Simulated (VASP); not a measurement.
Input of a VASP 6.6.1 run:

The input POSCAR:

```
TiCo3
1.0
    3.4372337595      0.0000000000      0.0000000000
    0.0000000000      3.4372337595      0.0000000000
    0.0000000000      0.0000000000      3.4372337595
Ti Co
1 3
Direct
    0.0000000000      0.0000000000      0.0000000000
    0.0000000000      0.5000000000      0.5000000000
    0.5000000000      0.0000000000      0.5000000000
    0.5000000000      0.5000000000      0.0000000000
```

File INCAR.step1:

```
SYSTEM = TiCo3
ALGO     = Normal         ! electronic algorithm
EDIFF    = 1E-4           ! SCF threshold, eV
ENCUT    = 520            ! plane-wave cutoff, eV
GGA      = PE             ! functional
ISMEAR   = 0              ! smearing method
ISPIN    = 2              ! spin polarisation
LASPH    = .TRUE.         ! aspherical terms in the spheres
LCHARG   = .FALSE.        ! write CHGCAR
LMAXMIX  = 4              ! l up to which the mixer works
LREAL    = .FALSE.        ! projectors in reciprocal space
LWAVE    = .TRUE.         ! write WAVECAR
MAGMOM   = -0.7 1.46 1.46 1.46 ! initial moments
NBANDS   = 32             ! bands
NELM     = 150            ! most SCF steps
PREC     = Accurate       ! precision mode
SIGMA    = 0.1            ! smearing width, eV
```

File INCAR.step2:

```
SYSTEM = TiCo3
ALGO     = Normal         ! electronic algorithm
EDIFF    = 1E-7           ! SCF threshold, eV
ENCUT    = 520            ! plane-wave cutoff, eV
ISIF     = 2              ! what is computed and relaxed
ISMEAR   = 0              ! smearing method
ISPIN    = 2              ! spin polarisation
ISTART   = 1            
LASPH    = .TRUE.         ! aspherical terms in the spheres
LCHARG   = .FALSE.        ! write CHGCAR
LMAXMIX  = 4              ! l up to which the mixer works
LMIXTAU  = .TRUE.       
LORBIT   = 11             ! projections on sites
LREAL    = .FALSE.        ! projectors in reciprocal space
LWAVE    = .FALSE.        ! write WAVECAR
MAGMOM   = -0.7 1.46 1.46 1.46 ! initial moments
METAGGA  = R2SCAN         ! meta-GGA
NBANDS   = 32             ! bands
NELM     = 150            ! most SCF steps
PREC     = Accurate       ! precision mode
SIGMA    = 0.1            ! smearing width, eV
```

Contents of KPOINTS:

```
k-points
0
G
  12 12 12
  0 0 0
```

Potentials or basis: VASP PAW PBE potentials, release 64 (Ti_sv, Co).

Command:

```sh
$ cat potpaw_PBE.64/Ti_sv/POTCAR potpaw_PBE.64/Co/POTCAR > POTCAR
$ cp INCAR.step1 INCAR
$ mpirun -np 1 vasp_std > vasp.out
$ cp INCAR.step2 INCAR
$ mpirun -np 1 vasp_std > vasp.out
```

Q: Predict the net moment.

A: 0.00 μB per cell.

Q: Estimate the pressure.

A: 26.1 GPa.

Caveat: the cell stands under pressure; the moments typed at the start vanished in this run; the PAW data sets were made with another functional, which shifts forces and pressure a little.
